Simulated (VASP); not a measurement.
## Cr: single point with revPBE

The system is Cr.

```xyz
3
Lattice="4.4184 0.0000 0.0000 -2.2092 3.8265 0.0000 0.0000 0.0000 2.3886" Properties=species:S:1:pos:R:3 pbc="T T T"
Cr   -2.2092    3.8265    0.0000
Cr    0.0000    2.5510    1.1943
Cr    2.2092    1.2755    1.1943
```

This isn't the form of Cr at room conditions, which is bcc.

| Property | Result |
| --- | --- |
| Program | VASP 6.6.1 |
| Task | single point |
| Functional | revPBE |
| Potentials or basis | VASP PAW PBE potentials, release 64 (Cr_pv) |
| Cutoff | 520 eV |
| k mesh | 10 × 10 × 15 |
| Occupations | fermi-dirac, width 0.05 eV |
| Spin | collinear spin |
| Starting moments | [0.0, 0.063, 0.063] μB |

The pressure is -20.2 GPa. The band gap on the k mesh is zero (filled and empty bands overlap) and the net moment is 0.00 μB per cell. The valence electrons inside the program's atomic spheres are Cr 10.77, 10.84 (each value once).

Stress tensor (GPa, compression positive):
```
-19.88   0.00   0.00
  0.00 -19.88   0.00
  0.00   0.00 -20.98
```

Levels at points of the mesh, in eV from the Fermi level:
Spin up:
```tsv
k point	band 15	band 16	band 17	band 18	band 19	band 20	band 21	band 22
(0.00, 0.00, 0.00)	-1.78	-1.78	-1.54	-0.24	-0.24	1.13	1.13	1.18
(0.50, 0.00, 0.00)	-1.62	-1.52	-1.32	0.25	0.68	1.11	1.24	1.30
```
Spin down:
| k point | band 16 | band 17 | band 18 | band 19 | band 20 | band 21 |
| --- | --- | --- | --- | --- | --- | --- |
| (0.00, 0.00, 0.00) | -1.78 | -1.54 | -0.24 | -0.24 | 1.14 | 1.14 |
| (0.50, 0.00, 0.00) | -1.52 | -1.31 | 0.25 | 0.68 | 1.12 | 1.25 |

Wall time 10 min on 1 thread of Oxide Virtual Turin-like Processor, with other jobs on the host, peak memory 0.26 GiB.

Caveat: the cell stands under tension; the PAW data sets were made with another functional, which shifts forces and pressure a little.
